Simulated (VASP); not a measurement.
In: single point with PBEsol

The system is In.

```
In
1.0
     0.00000    3.28303    3.28303
     3.28303    0.00000    3.28303
     3.28303    3.28303    0.00000
In
2
Direct
  0.87500 0.87500 0.87500
  0.12500 0.12500 0.12500
```

This isn't the form of In at room conditions, which is tetragonal.

```json
{
  "Program": "VASP 6.6.1",
  "Task": "single point",
  "Functional": "PBEsol",
  "Potentials or basis": "VASP PAW PBE potentials, release 64 (In_d)",
  "Cutoff": "520 eV",
  "k mesh": "10 × 10 × 10",
  "Occupations": "fermi-dirac, width 0.08 eV",
  "Spin": "no spin polarisation"
}
```

```yaml
Pressure: 0.0 GPa
Band_gap_on_the_k_mesh: zero (bands 13 and 14 overlap by 3.59 eV)
```

Levels at points of the mesh, in eV from the Fermi level:
| k point | band 10 | band 11 | band 12 | band 13 | band 14 | band 15 | band 16 | band 17 |
| --- | --- | --- | --- | --- | --- | --- | --- | --- |
| (0.00, 0.00, 0.00) | -14.00 | -8.16 | 2.46 | 2.46 | 2.46 | 2.54 | 4.12 | 4.12 |
| (0.50, 0.00, 0.00) | -13.95 | -6.35 | -4.02 | 1.09 | 1.09 | 2.36 | 5.03 | 5.03 |
| (0.50, 0.50, 0.00) | -13.92 | -4.89 | -4.89 | -0.45 | -0.45 | 2.48 | 2.48 | 10.00 |

Wall time 88 s on 1 thread of AMD EPYC 7R13 (shared host), peak memory 0.19 GiB.

Caveat: the PAW data sets were made with another functional, which shifts forces and pressure a little; spin-orbit coupling is left out, which moves the levels of the heavy elements.
